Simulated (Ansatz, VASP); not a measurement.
## C in VASP and in Ansatz

```xyz
8
Lattice="2.4606 0.0000 0.0000 -1.2303 2.1310 0.0000 0.0000 0.0000 8.4057" Properties=species:S:1:pos:R:3 pbc="T T T"
C     0.0000    0.0000    0.8303
C     0.0000    0.0000    5.0331
C     0.0000    0.0000    3.3725
C     0.0000    0.0000    7.5753
C     0.0000    1.4206    1.2693
C     1.2303    0.7103    5.4721
C     0.0000    1.4206    2.9336
C     1.2303    0.7103    7.1364
```

Change from the starting cell: mode 21 frozen in at +0.048 Å, strain +e along z and -e/2 along x and y +0.0233.

Alike in both runs: task single point; functional LDA; k mesh 12 × 12 × 4; occupations gaussian, width 0.05 eV; no spin polarisation.

```csv
,VASP,Ansatz
version,VASP 6.6.1,Ansatz 0.2.0
potentials or method,"VASP PAW LDA potentials, release 64 (C), cutoff 520 eV","scalar-relativistic, plane waves, PAW"
valence electrons in the cell,32,32
```

Ansatz gave:

- gap on the k mesh at the Fermi level (eV): 1.99
- least direct gap on the mesh (eV): 1.99
- pressure (GPa): 6.5
- traceless stress, the component that is largest in VASP (GPa): -25.18
- rms of the force components (eV/Å): 1.460

Q: Estimate VASP's values.

A: gap on the k mesh at the Fermi level (eV): 2.00; least direct gap on the mesh (eV): 2.00; pressure (GPa): 8.2; traceless stress, the component that is largest in VASP (GPa): -25.72; rms of the force components (eV/Å): 1.475.

Ansatz warns that its potentials were made for another functional, while VASP's fit it. LDA's correlation is that of Perdew and Zunger in VASP and of Perdew and Wang (1992) in Ansatz. Atom by atom the forces differ by 0.015 eV/Å (rms over components).
